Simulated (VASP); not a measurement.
A run of VASP 6.6.1:

INCAR

```
PREC     = Accurate       # precision mode
ENCUT    = 600            # plane-wave cutoff, eV
EDIFF    = 1E-6           # SCF threshold, eV
ISMEAR   = 0              # smearing method
SIGMA    = 0.1            # smearing width, eV
LREAL    = F              # projectors in reciprocal space
LASPH    = T              # aspherical terms in the spheres
NELM     = 120            # most SCF steps
ALGO     = Normal         # electronic algorithm
ISIF     = 2              # what is computed and relaxed
LWAVE    = F              # write WAVECAR
LCHARG   = F              # write CHGCAR
GGA      = PE             # functional
NBANDS   = 25             # bands
GGA_COMPAT= F
```

Contents of KPOINTS:

```
regular mesh
0
Gamma
  4 4 4
```

The input POSCAR:

```
Ca2SiN2
1.0
    4.7869298919      0.0000000000      0.0000000000
    0.0000000000      4.7869298919      0.0000000000
    0.0000000000      0.0000000000      5.1221160324
Ca Si N
2 1 2
Direct
    0.0000000000      0.5000000000      0.0000000000
    0.5000000000      0.0000000000      0.0000000000
    0.5000000000      0.5000000000      0.5000000000
    0.5000000000      0.5000000000      0.8648073235
    0.5000000000      0.5000000000      0.1351926765
```

Potentials or basis: VASP PAW PBE potentials, release 64 (Ca_sv, Si, N).

Launch:

```bash
$ cat potpaw_PBE.64/Ca_sv/POTCAR potpaw_PBE.64/Si/POTCAR potpaw_PBE.64/N/POTCAR > POTCAR
$ mpirun -np 1 vasp_std > vasp.out
```

Hardware: 1 thread of Oxide Virtual Turin-like Processor (shared host).

Question: How long does it take, and how much memory?

Answer: Wall time 90 s on 1 thread of Oxide Virtual Turin-like Processor, with other jobs on the host, peak memory 0.24 GiB. Counts: scf iterations 14, k points 18.
